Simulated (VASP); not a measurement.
Write the native input for VASP 6.6.1 that does the following.

```
Task                   : single point
Functional             : PBEsol
Potentials or basis    : VASP PAW PBE potentials, release 64 (Mo_sv, Ca_sv, O)
Cutoff                 : 520 eV
k mesh                 : 3 × 3 × 3
Occupations            : gaussian, width 0.05 eV
Spin                   : collinear spin
Starting moments       : [1.36, 0.0, 0.0, 0.01, 0.0, 0.0, 0.0, 0.0, 0.0, 0.02, 0.02, 0.01, 0.01, 0.02, 0.02, 0.0] μB
Hubbard terms          : Mo d U = 2.0 eV
Dipole correction      : no
Further INCAR settings : LREAL = Auto; ALGO = Normal; EDIFF = 1e-06; NBANDS = 84
```

The structure of Ca7MoO8 lies in POSCAR:

```
Ca7MoO8
1.0
    0.0000000000      4.8150000000      4.8150000000
    4.8150000000      0.0000000000      4.8150000000
    4.8150000000      4.8150000000      0.0000000000
Mo Ca O
1 7 8
Direct
    0.0000000000      0.0000000000      1.0000000000
    0.0000000000      0.0000000000      0.5000000000
    0.0000000000      0.5000000000      0.0000000000
    0.0000000000      0.5000000000      0.5000000000
    0.5000000000      0.0000000000      0.0000000000
    0.5000000000      0.0000000000      0.5000000000
    0.5000000000      0.5000000000      0.0000000000
    0.5000000000      0.5000000000      0.5000000000
    0.2500000000      0.2500000000      0.2500000000
    0.2420323557      0.2420323557      0.7579676443
    0.2420323557      0.7579676443      0.2420323557
    0.2420323557      0.7579676443      0.7579676443
    0.7579676443      0.2420323557      0.2420323557
    0.7579676443      0.2420323557      0.7579676443
    0.7579676443      0.7579676443      0.2420323557
    0.7500000000      0.7500000000      0.7500000000
```

These files were run (other wordings do the same):

INCAR

```
PREC = Accurate ; ENCUT = 520
EDIFF = 1E-6 ; ISMEAR = 0
SIGMA = 0.05 ; LREAL = Auto
LASPH = True ; NELM = 150
ALGO = Normal ; ISIF = 2
LWAVE = False ; LCHARG = False
ISPIN = 2 ; MAGMOM = 1.36 0 0 0.01 0 0 0 0 0 0.02 0.02 0.01 0.01 0.02 0.02 0
LORBIT = 11 ; LMAXMIX = 4
LDAU = True ; LDAUTYPE = 2
LDAUL = 2 -1 -1 ; LDAUU = 2 0 0
LDAUJ = 0 0 0 ; LDAUPRINT = 1
GGA = PS ; NBANDS = 84
```

KPOINTS

```
Automatic mesh
0
Gamma
  3 3 3
```

Potentials or basis: VASP PAW PBE potentials, release 64 (Mo_sv, Ca_sv, O).

Command:

```console
$ cat potpaw_PBE.64/Mo_sv/POTCAR potpaw_PBE.64/Ca_sv/POTCAR potpaw_PBE.64/O/POTCAR > POTCAR
$ mpirun -np 1 vasp_std > vasp.out
```

It gave:

```yaml
Pressure: -7.9 GPa
Largest_force: 0.027 eV/Å
Band_gap_on_the_k_mesh: zero (filled and empty bands overlap)
Net_moment: 2.00 μB per cell
Site_moments: Mo +1.92; Ca -0.02, -0.04 (each value once); O +0.00, +0.03 (each value once) μB
Valence_electrons_inside_the_program's_atomic_spheres: Mo 12.00; Ca 8.23, 8.18 (each value once); O 4.97, 4.95 (each value once)
```

Caveat: the k points lie up to 0.38 Å⁻¹ apart, too coarse for converged energies and pressures of a metal; the PAW data sets were made with another functional, which shifts forces and pressure a little.

It took 42 min on 1 thread of Intel Xeon 8259CL (shared host), peak memory 0.6 GiB.
